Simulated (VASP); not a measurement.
Runs of VASP 6.6.1 on Al2Cu. The structure is that of space group Pmm2 (No. 25), or close to it. The cells are those of the table. 

```tsv
cell	further INCAR settings	gap on the mesh (eV)	pressure (GPa)	largest force (eV/Å)
a = 3.941, b = 3.941, c = 3.045 Å, 3 atoms	ALGO = Fast; EDIFF = 1e-06; NBANDS = 16	none	1.7	0.52
a = 4.180, b = 4.180, c = 2.713 Å, 3 atoms	ALGO = Fast; EDIFF = 1e-06; NBANDS = 16	none	1.3	0.28
a = 4.037, b = 4.037, c = 2.912 Å, 3 atoms	ALGO = Fast; EDIFF = 1e-06; NBANDS = 16	none	1.5	0.87
a = 4.227, b = 4.227, c = 2.647 Å, 3 atoms	ALGO = Fast; EDIFF = 1e-06; NBANDS = 16	none	4.6	1.03
a = 4.180, b = 4.180, c = 2.713 Å, 3 atoms	ALGO = Fast; EDIFF = 1e-07; NBANDS = 16	none	(b)	1.04
a = 4.132, b = 4.132, c = 2.780 Å, 3 atoms	ALGO = Fast; EDIFF = 1e-07; NBANDS = 16	none	3.1	1.10
a = 4.037, b = 4.037, c = 2.912 Å, 3 atoms	ALGO = Fast; EDIFF = 1e-07; NBANDS = 16	none	(a)	0.40
a = 3.989, b = 3.989, c = 2.979 Å, 3 atoms	ALGO = Fast; EDIFF = 1e-06; NBANDS = 16	none	1.9	0.98
a = 3.989, b = 3.989, c = 2.979 Å, 3 atoms	ALGO = Fast; EDIFF = 1e-07; NBANDS = 16	none	4.3	1.60
```

Alike in all rows: task single point; level PBEsol; potentials or basis VASP PAW PBE potentials, release 64 (Al, Cu); no spin polarisation; k mesh 10 × 10 × 14; cutoff (eV) 520; smearing gaussian 0.15 eV.

Question: Fill in the values left out.

Answer: (a) 0.7; (b) 3.4.

Caveats: the PAW data sets were made with another functional, which shifts forces and pressure a little.

A gap of «none» marks levels without a gap at the run's occupations.
